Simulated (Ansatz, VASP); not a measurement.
# One calculation of CoO, two programs

```
CELL_PARAMETERS angstrom
1.60222 0.92504 5.13294
-1.60222 0.92504 5.13294
0.00000 -1.85008 5.13294
ATOMIC_POSITIONS crystal
Co 0.99949 0.99949 0.99949
Co 0.49949 0.49949 0.49949
O 0.37550 0.37550 0.37550
O 0.87553 0.87553 0.87553
```

Alike in both runs: task single point; functional PBE; k mesh 12 × 12 × 12; occupations gaussian, width 0.01 eV; collinear spin.

|  | VASP | Ansatz |
| --- | --- | --- |
| version | VASP 6.6.1 | Ansatz 0.2.0 |
| potentials or method | VASP PAW PBE potentials, release 64 (Co, O), cutoff 520 eV | scalar-relativistic, plane waves, PAW |
| valence electrons in the cell | 30 | 46 |

```tsv
	VASP	Ansatz	Ansatz less VASP
gap on the k mesh at the Fermi level (eV)	0.14	0.06	-0.078
least direct gap on the mesh (eV)	0.39	0.35	-0.035
pressure (GPa)	-0.9	-0.9	+0.02
traceless stress, the component that is largest in VASP (GPa)	-1.37	-1.46	-0.092
rms of the force components (eV/Å)	0.078	0.079	+0.0005
net moment per atom (μB)	0.00	0.00	0.000
size of the moment on the site where the two differ most (μB)	2.23	2.07	-0.168
```

Site moments also hang on the region over which each program counts them. Atom by atom the forces differ by 0.001 eV/Å (rms over components). VASP's potentials hold 30 valence electrons a cell and Ansatz's 46, so a difference there can come from the potentials and not from the codes.
